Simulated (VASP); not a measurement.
A run of VASP 6.6.1 is set up as follows.

INCAR

```
SYSTEM = ZnCd2S
PREC = Accurate ; ENCUT = 520
EDIFF = 1E-6 ; ISMEAR = 0
SIGMA = 0.1 ; LREAL = .FALSE.
LASPH = .TRUE. ; NELM = 60
ALGO = Normal ; ISIF = 2
LWAVE = .FALSE. ; LCHARG = .FALSE.
GGA = PE ; NBANDS = 52
```

The input KPOINTS:

```
Automatic mesh
0
G
  12 12 4
  0 0 0
```

Contents of POSCAR:

```
ZnCd2S
1.0
    3.7430013093      0.0000000000      0.0000000000
   -1.8715006546      3.2415342202      0.0000000000
    0.0000000000      0.0000000000     14.4355960745
Zn Cd S
2 4 2
Direct
    0.0000000000      0.0000000000      0.0000000000
    0.0000000000      0.0000000000      0.5000000000
    0.3333333333      0.6666666667      0.1335630745
    0.6666666667      0.3333333333      0.6335630745
    0.6666666667      0.3333333333      0.8664369255
    0.3333333333      0.6666666667      0.3664369255
    0.3333333333      0.6666666667      0.7500000000
    0.6666666667      0.3333333333      0.2500000000
```

Potentials or basis: VASP PAW PBE potentials, release 64 (Zn, Cd, S).

The run is started by

```bash
$ cat potpaw_PBE.64/Zn/POTCAR potpaw_PBE.64/Cd/POTCAR potpaw_PBE.64/S/POTCAR > POTCAR
$ mpirun -np 1 vasp_std > vasp.out
```

(1) Estimate the pressure.

(2) Predict the largest force.

(3) Predict the band gap on the k mesh.

Results:

(1) 0.2 GPa.

(2) 0.013 eV/Å.

(3) zero (band 42 reaches 2.58 eV, above the bottom of band 43 at 1.79 eV).
